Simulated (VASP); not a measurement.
Set up this calculation in VASP 6.6.1, as the native input.

```yaml
Task: single point
Functional: PBE
Potentials_or_basis: VASP PAW PBE potentials, release 64 (Co)
Cutoff: 520 eV
k_mesh: 15 × 15 × 8
Occupations: fermi-dirac, width 0.1 eV
Spin: collinear spin, ferromagnetic start
Starting_moments: "[1.7, 1.7] μB"
Dipole_correction: no
Further_INCAR_settings: ALGO = Normal; EDIFF = 1e-06; NBANDS = 20
```

The structure of Co lies in POSCAR:

```
Co
1.0
    1.2465198931     -2.1590357875      0.0000000000
    1.2465198931      2.1590357875      0.0000000000
    0.0000000000      0.0000000000      4.0369295127
Co
2
Direct
    0.6666666670      0.3333333330      0.2500000000
    0.3333333330      0.6666666670      0.7500000000
```

One way to write it, as run:

INCAR

```
SYSTEM = Co
PREC = Accurate
ENCUT = 520
EDIFF = 1E-6
ISMEAR = -1
SIGMA = 0.1
LREAL = .FALSE.
LASPH = .TRUE.
NELM = 150
ALGO = Normal
ISIF = 2
LWAVE = .FALSE.
LCHARG = .FALSE.
ISPIN = 2
MAGMOM = 1.7 1.7
LORBIT = 11
LMAXMIX = 4
GGA = PE
NBANDS = 20
```

KPOINTS

```
Automatic mesh
0
G
  15 15 8
  0 0 0
```

Potentials or basis: VASP PAW PBE potentials, release 64 (Co).

Run with:

```sh
$ cat potpaw_PBE.64/Co/POTCAR > POTCAR
$ mpirun -np 1 vasp_std > vasp.out
```

It gave:

```json
{
 "Pressure": "-0.5 GPa",
 "Net moment": "3.23 μB per cell",
 "Site moments": "Co +1.63 μB",
 "Valence electrons inside the program's atomic spheres": "Co 8.27"
}
```

Wall time 100 s on 1 thread of Intel(R) Xeon(R) Platinum 8488C (Sapphire Rapids), with other jobs on the host, peak memory 0.2 GiB.
